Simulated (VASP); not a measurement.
# CdF2 (R3m) in VASP: electric field gradients with PBE

Aim: the electric field gradients of CdF2 with PBE.

Program: VASP 6.6.1. These are calculated values, not measurements. Logs are shortened: lines on timing, memory, paths and dates and some standing lists are left out, and cuts for length are marked.

### Step 1. The cell of the first run

Symmetry: R3m, No. 160, trigonal system. Conventional cell: a = 3.819 Å, b = 3.819 Å, c = 9.355 Å, α = 90.00°, β = 90.00°, γ = 120.00°. Within 2.4 Å of Cd (site symmetry 3m) lie 4 F at 1.78 to 2.26 Å. Within 2.4 Å of F (site symmetry 3m) lie 1 Cd at 1.78 Å. F (site symmetry 3m) has 4 Cd at 2.26 to 2.62 Å and 6 F at 2.55 to 2.87 Å within 3.0 Å.

### Step 2. Electric field gradients, PBE (shortest bond scaled by 0.76)

The input, INCAR:

```
PREC = Accurate
ENCUT = 520
EDIFF = 1E-8
ISMEAR = -1
SIGMA = 0.03
LREAL = False
LASPH = True
NELM = 120
ALGO = Normal
ISIF = 2
LWAVE = False
LCHARG = False
GGA = PE
LEFG = True
NBANDS = 24
GGA_COMPAT = False
```

The input, KPOINTS:

```
regular mesh
0
Gamma
  7 7 7
```

The input, POSCAR:

```
CdF2
1.0
    0.0000000000      2.7005188915      2.7005188915
    2.7005188915      0.0000000000      2.7005188915
    2.7005188915      2.7005188915      0.0000000000
Cd F
1 2
Direct
   -0.0900000000      0.0300000000      0.0300000000
    0.3400000000      0.2200000000      0.2200000000
    0.7500000000      0.7500000000      0.7500000000
```

Potentials or basis: VASP PAW PBE potentials, release 64 (Cd_sv_GW, F).

On the command line:

```
$ cat potpaw_PBE.64/Cd_sv_GW/POTCAR potpaw_PBE.64/F/POTCAR > POTCAR
$ mpirun -np 1 vasp_std > vasp.out
```

OUTCAR:

```text
PREC = Accurate
   ENCUT = 520
   EDIFF = 1E-8
   ISMEAR = -1
   LREAL = False
   LASPH = True
   NELM = 120
   ISIF = 2
   GGA = PE

 ion  position               nearest neighbor table
   1  0.910  0.030  0.030-   2 1.78   3 2.26   3 2.26   3 2.26
   2  0.340  0.220  0.220-   1 1.78
   3  0.750  0.750  0.750-   1 2.26   1 2.26   1 2.26

  LATTYP: Found a face centered cubic cell.
 ALAT       =     5.4010377830

  Lattice vectors:

 A1 = (   0.0000000000,   2.7005188915,   2.7005188915)
 A2 = (   2.7005188915,   0.0000000000,   2.7005188915)
 A3 = (   2.7005188915,   2.7005188915,   0.0000000000)

Analysis of symmetry for initial positions (statically):
=====================================================================
 Subroutine PRICEL returns:
 Original cell was already a primitive cell.

 Routine SETGRP: Setting up the symmetry group for a
 face centered cubic supercell.

 Subroutine GETGRP returns: Found  6 space group operations
 (whereof  6 operations were pure point group operations)
 out of a pool of 48 trial point group operations.

The static configuration has the point symmetry C_3v.

Analysis of symmetry for dynamics (positions and initial velocities):
=====================================================================
 Subroutine PRICEL returns:
 Original cell was already a primitive cell.

 Routine SETGRP: Setting up the symmetry group for a
 face centered cubic supercell.

 Subroutine GETGRP returns: Found  6 space group operations
 (whereof  6 operations were pure point group operations)
 out of a pool of 48 trial point group operations.

The dynamic configuration has the point symmetry C_3v.

 Subroutine INISYM returns: Found  6 space group operations
 (whereof  6 operations are pure point group operations),
 and found     1 'primitive' translations

----------------------------------------------------------------------------------------

                                     Primitive cell

  volume of cell :      39.3887

  direct lattice vectors                    reciprocal lattice vectors
     0.000000000  2.700518891  2.700518891    -0.185149603  0.185149603  0.185149603
     2.700518891  0.000000000  2.700518891     0.185149603 -0.185149603  0.185149603
     2.700518891  2.700518891  0.000000000     0.185149603  0.185149603 -0.185149603

  length of vectors
     3.819110442  3.819110442  3.819110442     0.320688519  0.320688519  0.320688519

  position of ions in fractional coordinates (direct lattice)
     0.910000000  0.030000000  0.030000000
     0.340000000  0.220000000  0.220000000
     0.750000000  0.750000000  0.750000000

  ion indices of the primitive-cell ions
   primitive index   ion index
                 1           1
                 2           2
                 3           3

----------------------------------------------------------------------------------------

 KPOINTS: regular mesh

Automatic generation of k-mesh.
 Grid dimensions read from file:
 generate k-points for:    7    7    7

 Generating k-lattice:

  Cartesian coordinates                     Fractional coordinates (reciprocal lattice)
    -0.026449943  0.026449943  0.026449943     0.142857143  0.000000000  0.000000000
     0.026449943 -0.026449943  0.026449943     0.000000000  0.142857143  0.000000000
     0.026449943  0.026449943 -0.026449943     0.000000000  0.000000000  0.142857143

  Length of vectors
     0.045812646  0.045812646  0.045812646

  Shift w.r.t. Gamma in fractional coordinates (k-lattice)
     0.000000000  0.000000000  0.000000000

 Subroutine IBZKPT returns following result:
 ===========================================

 Found     44 irreducible k-points:

 Following reciprocal coordinates:
            Coordinates               Weight
  0.000000  0.000000  0.000000      1.000000
  0.142857  0.000000  0.000000      2.000000
  0.000000  0.142857  0.000000      6.000000
  0.285714  0.000000  0.000000      2.000000
  0.000000  0.285714  0.000000      6.000000
  0.428571  0.000000  0.000000      2.000000
[... 16 lines left out ...]
  0.285714  0.285714  0.000000      6.000000
  0.428571  0.285714  0.000000      6.000000
 [... further k-points ...]
   k-points           NKPTS =     44   k-points in BZ     NKDIM =     44   number of bands    NBANDS=     24
   number of dos      NEDOS =    301   number of ions     NIONS =      3
   total plane-waves  NPLWV =  21952
   dimension x,y,z NGX =    28 NGY =   28 NGZ =   28
   dimension x,y,z NGXF=    56 NGYF=   56 NGZF=   56
   ions per type =               1   2
   NGX,Y,Z   is equivalent  to a cutoff of  12.19, 12.19, 12.19 a.u.
   NGXF,Y,Z  is equivalent  to a cutoff of  24.38, 24.38, 24.38 a.u.
 SYSTEM =  unknown system
   PREC   = accura    normal or accurate (medium, high low for compatibility)
   ISTART =      0    job   : 0-new  1-cont  2-samecut
   ICHARG =      2    charge: 1-file 2-atom 10-const
   ISPIN  =      1    spin polarized calculation?
   LNONCOLLINEAR =      F non collinear calculations
   LSORBIT =      F    spin-orbit coupling
   LASPH  =      T    aspherical Exc in radial PAW
   ENCUT  =  520.0 eV  38.22 Ry    6.18 a.u.   7.10  7.10  7.10*2*pi/ulx,y,z
   NELM   =    120;   NELMIN=  2; NELMDL= -5     # of ELM steps
   EDIFF  = 0.1E-07   stopping-criterion for ELM
   LREAL  =      F    real-space projection
   EDIFFG = 0.1E-06   stopping-criterion for IOM
   NSW    =      0    number of steps for IOM
   IBRION =     -1    ionic relax: 0-MD 1-quasi-New 2-CG
   NFREE  =      0    steps in history (QN), initial steepest desc. (CG)
   ISIF   =      2    stress and relaxation
   ISYM   =      2    0-nonsym 1-usesym 2-fastsym
   POTIM  = 0.5000    time-step for ionic-motion
   TEBEG  =    0.0;   TEEND  =   0.0 temperature during run
   PSTRESS=    0.0 pullay stress
   NELECT =      34.0000    total number of electrons
   NUPDOWN=      -1.0000    fix difference up-down
   EMIN   =  10.00;   EMAX   =-10.00  energy-range for DOS
   EFERMI =   0.00;   METHOD = LEGACY
   ISMEAR =    -1;   SIGMA  =   0.03  broadening in eV -4-tet -1-fermi 0-gaus
   EFERMI_NEDOS =   21; number of points for ismear=-14 and -15
   IALGO  =     38    algorithm
   IMIX   =      4    mixing-type and parameters
     AMIX     =   0.40;   BMIX     =  1.00
     AMIX_MAG =   1.60;   BMIX_MAG =  1.00
  volume/ion in A,a.u.               =      13.13        88.60
  Fermi-wavevector in a.u.,A,eV,Ry     =   1.558753  2.945616 33.058216  2.429710
  Thomas-Fermi vector in A             =   2.662211
   LORBIT       =      0    0 simple, 1 ext, 2 COOP (PROOUT), +10 PAW based schemes
   GGA     = PE    functional components
   LHFCALC =     F    Hartree Fock is set to
   AEXX    =    0.0000 exact exchange contribution
   IVDW    =     0    specifies the selected vdW correction
   LEPSILON=     F    determine dielectric tensor
   LRPA    =     F    only Hartree local field effects (RPA)
 non-spin polarized calculation
  energy-cutoff  :      520.00
  volume of cell :       39.39
 maximum number of plane-waves:      1073
   NGX = 15   NGY = 15   NGZ = 15

 number of electron      33.9999992 magnetization

 Free energy of the ion-electron system (eV)
  ---------------------------------------------------
  ext. energy  EPLUGINS =         0.00000000
  ---------------------------------------------------
  free energy    TOTEN  =        -9.39423190 eV

  energy without entropy =       -9.39423190  energy(sigma->0) =       -9.39423190

 E-fermi :   1.8398     XC(G=0): -10.4429

 val. band max:        1.0476668966   @ k =   0.0000  -0.4286   0.4286
 cond. band min:       3.7785107116   @ k =   0.0000   0.0000   0.0000
 fundamental gap:      2.7308438150
 Fermi energy:         1.8397741762

 k-point     1 :       0.0000    0.0000    0.0000
  band No.  band energies     occupation
      1     -97.7836      2.00000
      2     -58.9278      2.00000
      3     -58.8996      2.00000
      4     -58.8996      2.00000
      5     -20.6596      2.00000
      6     -19.3568      2.00000
[... 16 lines left out ...]
     23      19.8054      0.00000
     24      19.8054      0.00000

 k-point     2 :       0.1429    0.0000    0.0000
  band No.  band energies     occupation
      1     -97.7835      2.00000
      2     -58.9279      2.00000
      3     -58.8994      2.00000
      4     -58.8994      2.00000
      5     -20.6056      2.00000
      6     -19.3943      2.00000
[... 16 lines left out ...]
     23      19.4429      0.00000
     24      19.6387      0.00000

 k-point     3 :       0.0000    0.1429    0.0000
  band No.  band energies     occupation
      1     -97.7835      2.00000
      2     -58.9277      2.00000
      3     -58.8996      2.00000
      4     -58.8994      2.00000
      5     -20.6111      2.00000
      6     -19.3925      2.00000
[... 16 lines left out ...]
     23      19.6239      0.00000
     24      20.1577      0.00000

 k-point     4 :       0.2857    0.0000    0.0000
  band No.  band energies     occupation
      1     -97.7835      2.00000
      2     -58.9302      2.00000
      3     -58.8996      2.00000
      4     -58.8996      2.00000
      5     -20.4809      2.00000
      6     -19.4795      2.00000
[... 16 lines left out ...]
     23      18.8484      0.00000
     24      20.7404      0.00000

 k-point     5 :       0.0000    0.2857    0.0000
  band No.  band energies     occupation
      1     -97.7835      2.00000
      2     -58.9282      2.00000
      3     -58.9013      2.00000
      4     -58.8996      2.00000
      5     -20.4946      2.00000
      6     -19.4806      2.00000
[... 16 lines left out ...]
     23      19.4336      0.00000
     24      20.5612      0.00000

 k-point     6 :       0.4286    0.0000    0.0000
  band No.  band energies     occupation
      1     -97.7834      2.00000
      2     -58.9305      2.00000
      3     -58.8997      2.00000
      4     -58.8997      2.00000
      5     -20.3744      2.00000
      6     -19.5498      2.00000
[... 16 lines left out ...]
     23      18.4563      0.00000
     24      20.4586      0.00000
[... 379 lines left out ...]
 k-point    21 :      -0.1429    0.1429    0.0000
  band No.  band energies     occupation
      1     -97.7835      2.00000
      2     -58.9285      2.00000
      3     -58.8998      2.00000
      4     -58.8995      2.00000
      5     -20.5345      2.00000
      6     -19.4445      2.00000
[... 16 lines left out ...]
     23      18.9963      0.00000
     24      21.1910      0.00000

 k-point    22 :       0.0000   -0.1429    0.1429
  band No.  band energies     occupation
      1     -97.7835      2.00000
      2     -58.9278      2.00000
      3     -58.9004      2.00000
      4     -58.8995      2.00000
      5     -20.5426      2.00000
      6     -19.4431      2.00000
[... 16 lines left out ...]
     23      19.2548      0.00000
     24      20.9922      0.00000

 k-point    23 :       0.2857    0.2857    0.0000
  band No.  band energies     occupation
      1     -97.7834      2.00000
      2     -58.9286      2.00000
      3     -58.9005      2.00000
      4     -58.8997      2.00000
      5     -20.4550      2.00000
      6     -19.4918      2.00000
[... 16 lines left out ...]
     23      20.8477      0.00000
     24      20.9610      0.00000

 k-point    24 :       0.4286    0.2857    0.0000
  band No.  band energies     occupation
      1     -97.7835      2.00000
      2     -58.9299      2.00000
      3     -58.9008      2.00000
      4     -58.8999      2.00000
      5     -20.3800      2.00000
      6     -19.5322      2.00000
[... 16 lines left out ...]
     23      20.7616      0.00000
     24      20.9514      0.00000

 [... further k-points ...]
[... 5 lines left out ...]
  --------------------------------------------------------------------------------------
  -------------------------------------------------------------------------------------
  Total        6.1257563      6.1257563      6.1257563     -4.3433721      4.3433721     -4.3433721
  in kB      249.1716565    249.1716565    249.1716565   -176.6712856    176.6712856   -176.6712856
  external PRESSURE =     249.1716565 kB  Pullay stress =       0.0000000 kB

 VOLUME and BASIS-vectors are now :
 -----------------------------------------------------------------------------
  energy-cutoff  :      520.00
  volume of cell :       39.39
      direct lattice vectors                 reciprocal lattice vectors
     0.000000000  2.700518891  2.700518891    -0.185149603  0.185149603  0.185149603
     2.700518891  0.000000000  2.700518891     0.185149603 -0.185149603  0.185149603
     2.700518891  2.700518891  0.000000000     0.185149603  0.185149603 -0.185149603

 POSITION                                       TOTAL-FORCE (eV/Angst)
 -----------------------------------------------------------------------------------
      0.16203      2.53849      2.53849        -5.317870      5.317870      5.317870
      1.18823      1.51229      1.51229         5.383181     -5.383181     -5.383181
      4.05078      4.05078      4.05078        -0.065312      0.065312      0.065312
 -----------------------------------------------------------------------------------
    total drift:                               -0.000586      0.000588      0.000588

  FREE ENERGIE OF THE ION-ELECTRON SYSTEM (eV)
  ---------------------------------------------------
  free  energy   TOTEN  =        -9.3942318977 eV

  energy  without entropy=       -9.3942318977  energy(sigma->0) =       -9.39423190

 Electric field gradients (V/A^2)
---------------------------------------------------------------------
 ion       V_xx      V_yy      V_zz      V_xy      V_xz      V_yz
---------------------------------------------------------------------
   1       0.001    -0.000    -0.000    92.545    92.545   -92.555
   2      -0.003     0.002     0.002   -26.792   -26.792    26.797
   3      -0.000     0.000     0.000     6.948     6.948    -6.931
---------------------------------------------------------------------

 Electric field gradients after diagonalization (V/A^2)
 (convention: |V_zz| > |V_xx| > |V_yy|)
----------------------------------------------------------------------
 ion       V_xx      V_yy      V_zz     asymmetry (V_yy - V_xx)/ V_zz
----------------------------------------------------------------------
   1      92.554    92.543  -185.097       0.000
   2     -26.796   -26.792    53.588       0.000
   3       6.953     6.931   -13.884       0.002
----------------------------------------------------------------------

           NMR quadrupolar parameters

 Cq : quadrupolar parameter    Cq=e*Q*V_zz/h
 eta: asymmetry parameters     (V_yy - V_xx)/ V_zz
 Q  : nuclear electric quadrupole moment in mb (millibarn)
----------------------------------------------------------------------
 ion       Cq(MHz)       eta       Q (mb)
----------------------------------------------------------------------
   1      -0.448       0.000       1.000
   2       0.130       0.000       1.000
   3      -0.034       0.002       1.000
----------------------------------------------------------------------
```

Run time: 33 s. Hardware: 1 thread of AMD EPYC 9R45 (Zen 5), shared host; peak memory 0.16 GiB.

What came out:

- Free energy: -9.3942 eV
- Pressure: 24.9 GPa
- Largest force: 9.324 eV/Å
- Band gap on the k mesh: 2.73 eV (least direct gap 3.22 eV)
- Largest electric field gradient by atom: Cd -185.1; F +53.6, -13.9 V/Å²

Forces on the atoms (eV/Å):
```
Cd  -5.318  5.318  5.318
F    5.383 -5.383 -5.383
F   -0.065  0.065  0.065
```

Stress tensor (GPa, compression positive):
```
 24.92 -17.67 -17.67
-17.67  24.92  17.67
-17.67  17.67  24.92
```

Electric field gradients, principal values (V/Å²):
```csv
atom,least,middle,greatest (by size)
1 Cd,92.543,92.554,-185.097
2 F,-26.792,-26.796,53.588
3 F,6.931,6.953,-13.884
```

Caveat: the cell differs from its parent crystal (shortest bond scaled by 0.76); the cell stands under pressure; without QUAD_EFG the Cq values of the log hold for a quadrupole moment of 1 mb, not for the nuclei; forces of over 1 eV/Å act on the atoms, so gaps and moduli don't describe the material at rest.
